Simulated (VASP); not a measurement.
LiF: single point with LDA

LiF:

```xyz
4
Lattice="3.0802 0.0000 0.0000 -1.5401 2.6675 0.0000 0.0000 0.0000 4.5088" Properties=species:S:1:pos:R:3 pbc="T T T"
Li    0.0000    1.7783    1.8578
Li    1.5401    0.8892    4.1122
F     0.0000    1.7783    4.4683
F     1.5401    0.8892    2.2139
```

This cell differs from its parent crystal: c/a of the conventional cell at fixed volume 1.4638.

```yaml
Program: VASP 6.6.1
Task: single point
Functional: LDA
Potentials_or_basis: VASP PAW LDA potentials, release 64 (Li_sv, F)
Cutoff: 520 eV
k_mesh: 9 × 9 × 6
Occupations: gaussian, width 0.05 eV
Spin: no spin polarisation
Dipole_correction: no
Further_INCAR_settings: ALGO = Normal; EDIFF = 1e-07; NBANDS = 18
```

```yaml
Largest_force: 0.124 eV/Å
Band_gap_on_the_k_mesh: 7.64 eV, direct
```

Forces in eV/Å, atoms in the order of the input:
```
Li   0.000  0.000 -0.124
Li   0.000  0.000 -0.124
F    0.000  0.000  0.124
F    0.000  0.000  0.124
```

Levels at points of the mesh, in eV from the valence-band top:
```tsv
k point	band 7	band 8	band 9	band 10	band 11	band 12	band 13	band 14
(0.00, 0.00, 0.00)	-0.93	-0.47	-0.47	0.00	7.64	12.45	15.72	17.75
(0.00, 0.00, 0.50)	-0.70	-0.70	-0.70	-0.70	9.58	9.58	17.91	17.91
```

It used 37 s of CPU time on 1 thread of AMD EPYC 7R13 Processor (Zen 3), on a shared host.

 A k mesh can miss the band edges.
